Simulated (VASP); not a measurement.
Wanted: the native input for a VASP 6.6.1 run.

| Quantity | Value |
| --- | --- |
| Task | single point |
| Functional | PBEsol |
| Potentials or basis | VASP PAW PBE potentials, release 64 (Mg) |
| Cutoff | 520 eV |
| k mesh | 3 × 3 × 3 |
| Occupations | gaussian, width 0.05 eV |
| Spin | no spin polarisation |
| Dipole correction | no |
| Further INCAR settings | ALGO = Normal; EDIFF = 1e-06; NBANDS = 16 |

The structure of Mg (a cell with a defect) lies in POSCAR:

```
Mg
1.0
   -2.9530000000      2.9530000000      2.9530000000
    2.9530000000     -2.9530000000      2.9530000000
    2.9530000000      2.9530000000     -2.9530000000
Mg
7
Direct
    0.0000000000      0.0000000000      0.3789739248
   -0.0000001693      0.3789739248     -0.0000001693
    0.0000000000      0.5000000000      0.5000000000
    0.3789739248      0.0000000000      0.0000000000
    0.5000000000      0.0000000000      0.5000000000
    0.5000000000      0.5000000000      0.0000000000
    0.6210259059      0.6210257365      0.6210259059
```

The input as run:

INCAR

```
SYSTEM = Mg
  PREC = Accurate
  ENCUT = 520
  EDIFF = 1E-6
  ISMEAR = 0
  SIGMA = 0.05
  LREAL = .False.
  LASPH = .True.
  NELM = 120
  ALGO = Normal
  ISIF = 2
  LWAVE = .False.
  LCHARG = .True.
  GGA = PS
  LELF = .True.
  LVHAR = .True.
  NBANDS = 16
  GGA_COMPAT = .False.
```

KPOINTS

```
Automatic mesh
0
Gamma
  3 3 3
  0 0 0
```

Potentials or basis: VASP PAW PBE potentials, release 64 (Mg).

Command:

```bash
$ cat potpaw_PBE.64/Mg/POTCAR > POTCAR
$ mpirun -np 1 vasp_std > vasp.out
```

Results of the run:

- Pressure: 41.8 GPa
- Largest force: 0.024 eV/Å
- Band gap on the k mesh: zero (bands 7 and 8 overlap by 0.61 eV)

Caveat: the k points lie up to 0.50 Å⁻¹ apart, too coarse for converged energies and pressures of a metal; the PAW data sets were made with another functional, which shifts forces and pressure a little.

Run time: 12 s on 1 thread of AMD EPYC 7R13 Processor (Zen 3), with other jobs on the host, peak memory 0.19 GiB.
